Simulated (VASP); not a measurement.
## SiC: G0W0 quasiparticle levels with PBE

SiC:

```
Si C
1.0
     0.00000    2.17805    2.17805
     2.17805    0.00000    2.17805
     2.17805    2.17805    0.00000
Si C
1 1
Direct
  0.25000 0.25000 0.25000
  0.00000 0.00000 0.00000
```

```yaml
Program: VASP 6.6.1
Task: G0W0 quasiparticle levels
Functional: PBE
Potentials_or_basis: VASP PAW PBE potentials, release 64 (Si_GW, C_GW)
Cutoff: 500 eV
k_mesh: 6 × 6 × 6
Occupations: gaussian, width 0.01 eV
Spin: no spin polarisation
Dipole_correction: no
GW_scheme: G0W0
GW_iterations: 1
Cutoff_of_the_response_function: 200
Frequency_points: 96
Empty_bands: 153
Further_INCAR_settings: ALGO = EVGW0; EDIFF = 1e-08; NBANDS = 157
```

* Quasiparticle gap: 2.23 eV
* Least direct quasiparticle gap: 5.63 eV
* Band gap of the starting levels on the mesh: 1.35 eV
* Least direct gap of the starting levels on the mesh: 4.54 eV

Run time: 3.1 min on 1 thread of Intel(R) Xeon(R) 6975P-C (Granite Rapids) (shared host), peak memory 0.58 GiB.

Caveat: the k points lie up to 0.42 Å⁻¹ apart; bands, screening cutoff and mesh are small and nothing is extrapolated, so the quasiparticle values aren't converged.
